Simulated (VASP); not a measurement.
# Ti (Im-3m) in VASP: a series of runs

Ti is run at these levels: r2SCAN; tasks: relaxation of cell and atoms.

Program: VASP 6.6.1. These are calculated values, not measurements. Logs are shortened: lines on timing, memory, paths and dates and some standing lists are left out, and cuts for length are marked.

**1. The cell of the first run**

The structure is cubic, space group Im-3m (No. 229). The conventional cell has a = 3.282 Å, b = 3.282 Å, c = 3.282 Å, α = 90.00°, β = 90.00°, γ = 90.00°. Within 3.7 Å of Ti (site symmetry m-3m) lie 14 Ti at 2.84 to 3.28 Å.

**2. Relaxation of cell and atoms, r2SCAN, target pressure 15 GPa, at which the enthalpy is minimised**

Contents of POSCAR:

```
Ti
1.0
   -1.6410000000      1.6410000000      1.6410000000
    1.6410000000     -1.6410000000      1.6410000000
    1.6410000000      1.6410000000     -1.6410000000
Ti
1
Direct
    0.0000000000      0.0000000000      0.0000000000
```

Contents of INCAR.step1:

```
SYSTEM = Ti
  PREC = Accurate
  ENCUT = 600
  ISMEAR = -1
  SIGMA = 0.1
  LREAL = .FALSE.
  LASPH = .TRUE.
  NELM = 60
  GGA = PE
  ALGO = Normal
  EDIFF = 1E-4
  LWAVE = .TRUE.
  LCHARG = .FALSE.
```

Contents of INCAR.step2:

```
SYSTEM = Ti
  PREC = Accurate
  ENCUT = 600
  EDIFF = 1E-7
  ISMEAR = -1
  SIGMA = 0.1
  LREAL = .FALSE.
  LASPH = .TRUE.
  NELM = 60
  ALGO = Normal
  ISIF = 3
  LWAVE = .FALSE.
  LCHARG = .FALSE.
  METAGGA = R2SCAN
  LMIXTAU = .TRUE.
  IBRION = 2
  NSW = 80
  EDIFFG = -0.01
  PSTRESS = 150.0
  ISTART = 1
```

Contents of KPOINTS:

```
regular mesh
0
G
  9 9 9
  0 0 0
```

Potentials or basis: VASP PAW PBE potentials, release 64 (Ti_sv).

Started as:

```console
cat potpaw_PBE.64/Ti_sv/POTCAR > POTCAR
cp INCAR.step1 INCAR
mpirun -np 1 vasp_std > vasp.out
cp INCAR.step2 INCAR
mpirun -np 1 vasp_std > vasp.out
```

OUTCAR:

```text
SYSTEM = Ti
   PREC = Accurate
   ENCUT = 600
   EDIFF = 1E-7
   ISMEAR = -1
   LREAL = .FALSE.
   LASPH = .TRUE.
   NELM = 60
   ISIF = 3
   METAGGA = R2SCAN
   IBRION = 2
   NSW = 80
   EDIFFG = -0.01
   PSTRESS = 150.0
   ISTART = 1

 ion  position               nearest neighbor table
   1  0.000  0.000  0.000-

  LATTYP: Found a body centered cubic cell.
 ALAT       =     3.2820000000

  Lattice vectors:

 A1 = (  -1.6410000000,   1.6410000000,   1.6410000000)
 A2 = (   1.6410000000,  -1.6410000000,   1.6410000000)
 A3 = (   1.6410000000,   1.6410000000,  -1.6410000000)

Analysis of symmetry for initial positions (statically):
=====================================================================
 Subroutine PRICEL returns:
 Original cell was already a primitive cell.

 Routine SETGRP: Setting up the symmetry group for a
 body centered cubic supercell.

 Subroutine GETGRP returns: Found 48 space group operations
 (whereof 48 operations were pure point group operations)
 out of a pool of 48 trial point group operations.

The static configuration has the point symmetry O_h .

Analysis of symmetry for dynamics (positions and initial velocities):
=====================================================================
 Subroutine PRICEL returns:
 Original cell was already a primitive cell.

 Routine SETGRP: Setting up the symmetry group for a
 body centered cubic supercell.

 Subroutine GETGRP returns: Found 48 space group operations
 (whereof 48 operations were pure point group operations)
 out of a pool of 48 trial point group operations.

The dynamic configuration has the point symmetry O_h .

 Subroutine INISYM returns: Found 48 space group operations
 (whereof 48 operations are pure point group operations),
 and found     1 'primitive' translations

----------------------------------------------------------------------------------------

                                     Primitive cell

  volume of cell :      17.6761

  direct lattice vectors                    reciprocal lattice vectors
    -1.641000000  1.641000000  1.641000000     0.000000000  0.304692261  0.304692261
     1.641000000 -1.641000000  1.641000000     0.304692261  0.000000000  0.304692261
     1.641000000  1.641000000 -1.641000000     0.304692261  0.304692261  0.000000000

  length of vectors
     2.842295375  2.842295375  2.842295375     0.430899928  0.430899928  0.430899928
[... 83 lines left out ...]
   IBRION =      2    ionic relax: 0-MD 1-quasi-New 2-CG
   NFREE  =      1    steps in history (QN), initial steepest desc. (CG)
   ISIF   =      3    stress and relaxation
   ISYM   =      2    0-nonsym 1-usesym 2-fastsym
   POTIM  = 0.5000    time-step for ionic-motion
   TEBEG  =    0.0;   TEEND  =   0.0 temperature during run
   PSTRESS=  150.0 pullay stress
   NELECT =      12.0000    total number of electrons
   NUPDOWN=      -1.0000    fix difference up-down
   EMIN   =  10.00;   EMAX   =-10.00  energy-range for DOS
   EFERMI =   0.00;   METHOD = LEGACY
   ISMEAR =    -1;   SIGMA  =   0.10  broadening in eV -4-tet -1-fermi 0-gaus
   EFERMI_NEDOS =   21; number of points for ismear=-14 and -15
   IALGO  =     38    algorithm
   IMIX   =      4    mixing-type and parameters
     AMIX     =   0.40;   BMIX     =  1.00
     AMIX_MAG =   1.60;   BMIX_MAG =  1.00
  volume/ion in A,a.u.               =      17.68       119.28
  Fermi-wavevector in a.u.,A,eV,Ry     =   1.438821  2.718977 28.166848  2.070205
  Thomas-Fermi vector in A             =   2.557745
   LORBIT       =      0    0 simple, 1 ext, 2 COOP (PROOUT), +10 PAW based schemes
   METAGGA = R2SCAN    functional components
   LHFCALC =     F    Hartree Fock is set to
   AEXX    =    0.0000 exact exchange contribution
   IVDW    =     0    specifies the selected vdW correction
   LEPSILON=     F    determine dielectric tensor
   LRPA    =     F    only Hartree local field effects (RPA)
 conjugate gradient relaxation of ions
 non-spin polarized calculation
  energy-cutoff  :      600.00
  volume of cell :       17.68
 maximum number of plane-waves:       603
   NGX = 11   NGY = 11   NGZ = 11

--------------------------------------- Ionic step        1  -------------------------------------------

 number of electron      12.0000001 magnetization

 Free energy of the ion-electron system (eV)
  ---------------------------------------------------
  ext. energy  EPLUGINS =         0.00000000
  ---------------------------------------------------
  free energy    TOTEN  =       -12.84514268 eV

  energy without entropy =      -12.76529563  energy(sigma->0) =      -12.80521916

------------------------ aborting loop because EDIFF is reached ----------------------------------------

  FORCE on cell =-STRESS in cart. coord.  units (eV):
  Direction    XX          YY          ZZ          XY          YZ          ZX
  --------------------------------------------------------------------------------------
  -------------------------------------------------------------------------------------
  Total       -0.2199464     -0.2199464     -0.2199464     -0.0000000     -0.0000000     -0.0000000
  in kB      -19.9361725    -19.9361725    -19.9361725     -0.0000000     -0.0000000     -0.0000000
  external PRESSURE =    -169.9361725 kB  Pullay stress =     150.0000000 kB
[... 24 lines left out ...]
--------------------------------------- Ionic step        2  -------------------------------------------

 number of electron      11.9999998 magnetization

 E-fermi :  11.2357     XC(G=0): -13.8464

 val. band max:       11.2324938275   @ k =   0.3333   0.2222   0.1111
 cond. band min:      11.2550470686   @ k =  -0.4444  -0.4444   0.1111
 fundamental gap:      0.0225532411
 Fermi energy:        11.2357457595

 k-point     1 :       0.0000    0.0000    0.0000
  band No.  band energies     occupation
      1     -47.1849      2.00000
      2     -21.4966      2.00000
      3     -21.4966      2.00000
      4     -21.4966      2.00000
      5       4.5533      2.00000
      6      12.6067      0.00000
      7      12.6067      0.00000
      8      12.6067      0.00000
      9      15.0575      0.00000
     10      15.0575      0.00000
[... 372 lines left out ...]
--------------------------------------- Ionic step        4  -------------------------------------------

 number of electron      12.0000000 magnetization

 Free energy of the ion-electron system (eV)
  ---------------------------------------------------
  ext. energy  EPLUGINS =         0.00000000
  ---------------------------------------------------
  free energy    TOTEN  =       -12.76607747 eV

  energy without entropy =      -12.69792891  energy(sigma->0) =      -12.73200319

 E-fermi :   9.4154     XC(G=0): -13.0088

 val. band max:        9.3878115899   @ k =  -0.4444   0.4444   0.1111
 cond. band min:       9.4485574436   @ k =   0.2222   0.2222   0.0000
 fundamental gap:      0.0607458537
 Fermi energy:         9.4153820432

 k-point     1 :       0.0000    0.0000    0.0000
  band No.  band energies     occupation
      1     -49.2533      2.00000
      2     -23.8953      2.00000
      3     -23.8953      2.00000
      4     -23.8953      2.00000
      5       2.8552      2.00000
      6      10.6612      0.00001
      7      10.6612      0.00001
      8      10.6612      0.00001
      9      12.7147      0.00000
     10      12.7147      0.00000
[... 331 lines left out ...]
  energy  without entropy=      -12.6979289052  energy(sigma->0) =      -12.73200319

  enthalpy is  TOTEN    =       -11.3184681184 eV   P V=        1.4476093516

 reached required accuracy - stopping structural energy minimisation
```

OUTCAR.step1:

```text
SYSTEM = Ti
   PREC = Accurate
   ENCUT = 600
   ISMEAR = -1
   LREAL = .FALSE.
   LASPH = .TRUE.
[... 528 lines left out ...]
 -----------------------------------------------------------------------------------
      0.00000      0.00000      0.00000         0.000000     -0.000000      0.000000
 -----------------------------------------------------------------------------------
    total drift:                                0.000000      0.000000      0.000000

  FREE ENERGIE OF THE ION-ELECTRON SYSTEM (eV)
  ---------------------------------------------------
  free  energy   TOTEN  =        -7.7583302355 eV

  energy  without entropy=       -7.6759291113  energy(sigma->0) =       -7.71712967
```

Run time: 49 s. Hardware: 1 thread of Intel Xeon 6975P-C (Granite Rapids), shared host; peak memory 0.15 GiB.

Results:

```
Free energy                                            : -12.7661 eV
Relaxed volume                                         : 15.46 Å³/atom
Relaxed cell                                           : a = 2.718 Å, b = 2.718 Å, c = 2.718 Å, α = 109.47°, β = 109.47°, γ = 109.47°
Space group after relaxing (to 0.05 Å)                 : Im-3m (No. 229)
Energy change on relaxing (the enthalpy is what falls) : +79.1 meV/atom
Ionic steps                                            : 4
Pressure after relaxing                                : 15.0 GPa
Band gap on the k mesh                                 : zero (band 6 reaches 10.66 eV, above the bottom of band 7 at 8.75 eV)
```

The path:
| step | energy change (eV) | largest force (eV/Å) | pressure (GPa) | volume (Å³) |
| --- | --- | --- | --- | --- |
| 1 | 0.0000 | 0.0000 | -1.99 | 17.68 |
| 2 | 0.4558 | 0.0000 | 43.34 | 13.30 |
| 3 | 0.0732 | 0.0000 | 14.32 | 15.53 |
| 4 | 0.0791 | 0.0000 | 14.95 | 15.46 |

Final structure:
```xyz
1
Lattice="-1.5694 1.5694 1.5694 1.5694 -1.5694 1.5694 1.5694 1.5694 -1.5694" Properties=species:S:1:pos:R:3 pbc="T T T"
Ti    1.5694    1.5694   -1.5694
```

Levels at points of the mesh, in eV from the Fermi level:
```csv
k point,band 4,band 5,band 6,band 7,band 8,band 9
"(0.00, 0.00, 0.00)",-33.31,-6.56,1.25,1.25,1.25,3.30
```

Caveat: the cell is relaxed towards a set pressure, so the enthalpy falls and the energy may rise; the PAW data sets were made with another functional, which shifts forces and pressure a little.

**3. Relaxation of cell and atoms, r2SCAN, target pressure 30 GPa, at which the enthalpy is minimised**

POSCAR is that of step 2.

Contents of INCAR.step1:

```
PREC = Accurate
ENCUT = 600
ISMEAR = -1
SIGMA = 0.1
LREAL = False
LASPH = True
NELM = 100
GGA = PE
ALGO = Normal
EDIFF = 1E-4
LWAVE = True
LCHARG = False
```

Contents of INCAR.step2:

```
PREC = Accurate
ENCUT = 600
EDIFF = 1E-6
ISMEAR = -1
SIGMA = 0.1
LREAL = False
LASPH = True
NELM = 100
ALGO = Normal
ISIF = 3
LWAVE = False
LCHARG = False
METAGGA = R2SCAN
LMIXTAU = True
IBRION = 2
NSW = 80
EDIFFG = -0.01
PSTRESS = 300.0
ISTART = 1
```

Contents of KPOINTS:

```
regular mesh
0
Gamma
  9 9 9
```

Potentials or basis: VASP PAW PBE potentials, release 64 (Ti_sv).

Started as:

```console
cat potpaw_PBE.64/Ti_sv/POTCAR > POTCAR
cp INCAR.step1 INCAR
mpirun -np 1 vasp_std > vasp.out
cp INCAR.step2 INCAR
mpirun -np 1 vasp_std > vasp.out
```

OUTCAR:

```text
PREC = Accurate
   ENCUT = 600
   EDIFF = 1E-6
   ISMEAR = -1
   LREAL = False
   LASPH = True
   NELM = 100
   ISIF = 3
   METAGGA = R2SCAN
   IBRION = 2
   NSW = 80
   EDIFFG = -0.01
   PSTRESS = 300.0
   ISTART = 1

 ion  position               nearest neighbor table
   1  0.000  0.000  0.000-

  LATTYP: Found a body centered cubic cell.
 ALAT       =     3.2820000000

  Lattice vectors:

 A1 = (  -1.6410000000,   1.6410000000,   1.6410000000)
 A2 = (   1.6410000000,  -1.6410000000,   1.6410000000)
 A3 = (   1.6410000000,   1.6410000000,  -1.6410000000)

Analysis of symmetry for initial positions (statically):
=====================================================================
 Subroutine PRICEL returns:
 Original cell was already a primitive cell.

 Routine SETGRP: Setting up the symmetry group for a
 body centered cubic supercell.

 Subroutine GETGRP returns: Found 48 space group operations
[... 173 lines left out ...]
  band No.  band energies     occupation
      1     -51.0100      2.00000
      2     -25.8331      2.00000
      3     -25.8331      2.00000
      4     -25.8330      2.00000
      5       1.6347      2.00000
      6       9.0621      0.00003
      7       9.0621      0.00003
      8       9.0621      0.00003
      9      10.8074      0.00000
     10      10.8074      0.00000
[... 520 lines left out ...]
--------------------------------------- Ionic step        7  -------------------------------------------

 number of electron      12.0000002 magnetization

 Free energy of the ion-electron system (eV)
  ---------------------------------------------------
  ext. energy  EPLUGINS =         0.00000000
  ---------------------------------------------------
  free energy    TOTEN  =       -12.58940861 eV

  energy without entropy =      -12.52747886  energy(sigma->0) =      -12.55844373

 E-fermi :  10.4362     XC(G=0): -13.4836

 val. band max:       10.3390988185   @ k =  -0.4444   0.4444   0.1111
 cond. band min:      10.4520357414   @ k =   0.2222   0.1111   0.0000
 fundamental gap:      0.1129369229
 Fermi energy:        10.4362245292

 k-point     1 :       0.0000    0.0000    0.0000
  band No.  band energies     occupation
      1     -48.0742      2.00000
      2     -22.5465      2.00000
      3     -22.5465      2.00000
      4     -22.5465      2.00000
      5       3.7839      2.00000
      6      11.7602      0.00000
      7      11.7602      0.00000
      8      11.7602      0.00000
      9      14.0346      0.00000
     10      14.0346      0.00000
[... 331 lines left out ...]
  energy  without entropy=      -12.5274788573  energy(sigma->0) =      -12.55844373

  enthalpy is  TOTEN    =        -9.9341952465 eV   P V=        2.6552133605

 reached required accuracy - stopping structural energy minimisation
```

OUTCAR.step1:

```text
PREC = Accurate
   ENCUT = 600
   ISMEAR = -1
   LREAL = False
   LASPH = True
   NELM = 100
[... 526 lines left out ...]
 POSITION                                       TOTAL-FORCE (eV/Angst)
 -----------------------------------------------------------------------------------
      0.00000      0.00000      0.00000         0.000000     -0.000000      0.000000
 -----------------------------------------------------------------------------------
    total drift:                                0.000000      0.000000      0.000000

  FREE ENERGIE OF THE ION-ELECTRON SYSTEM (eV)
  ---------------------------------------------------
  free  energy   TOTEN  =        -7.7583302355 eV

  energy  without entropy=       -7.6759291113  energy(sigma->0) =       -7.71712967
```

Wall time 70 s (1 thread of Intel Xeon 6975P-C (Granite Rapids), shared host); peak memory 0.16 GiB.

Results:

```yaml
Free_energy: -12.5894 eV
Relaxed_volume: 14.18 Å³/atom
Relaxed_cell: a = 2.641 Å, b = 2.641 Å, c = 2.641 Å, α = 109.47°, β = 109.47°, γ = 109.47°
Space_group_after_relaxing_to_0.05_Å: Im-3m (No. 229)
Energy_change_on_relaxing_the_enthalpy_is_what_falls: +255.7 meV/atom
Ionic_steps: 7
Pressure_after_relaxing: 30.0 GPa
Band_gap_on_the_k_mesh: zero (band 6 reaches 11.76 eV, above the bottom of band 7 at 9.79 eV)
```

Step by step:
| step | energy change (eV) | largest force (eV/Å) | pressure (GPa) | volume (Å³) |
| --- | --- | --- | --- | --- |
| 1 | 0.0000 | 0.0000 | -1.99 | 17.68 |
| 2 | 2.0428 | 0.0000 | 126.19 | 10.10 |
| 3 | 0.1992 | 0.0000 | 25.60 | 14.51 |
| 4 | 0.2516 | 0.0000 | 29.68 | 14.20 |
| 5 | 0.2637 | 0.0000 | 30.49 | 14.14 |
| 6 | 0.2490 | 0.0000 | 29.64 | 14.22 |
| 7 | 0.2557 | 0.0000 | 29.95 | 14.18 |

Final structure:
```cif
data_structure
_symmetry_space_group_name_H-M 'P 1'
_symmetry_Int_Tables_number 1
_cell_length_a 2.6410
_cell_length_b 2.6410
_cell_length_c 2.6410
_cell_angle_alpha 109.471
_cell_angle_beta 109.471
_cell_angle_gamma 109.471
_cell_volume 14.18
loop_
_atom_site_label
_atom_site_type_symbol
_atom_site_fract_x
_atom_site_fract_y
_atom_site_fract_z
_atom_site_occupancy
Ti1 Ti 0.00000 0.00000 0.00000 1
```

Levels at points of the mesh, in eV from the Fermi level:
```tsv
k point	band 4	band 5	band 6	band 7	band 8	band 9
(0.00, 0.00, 0.00)	-32.98	-6.65	1.32	1.32	1.32	3.60
```

Caveat: the cell is relaxed towards a set pressure, so the enthalpy falls and the energy may rise; the volume moved by over 15 % at a fixed basis, so the end points are rough; the PAW data sets were made with another functional, which shifts forces and pressure a little.
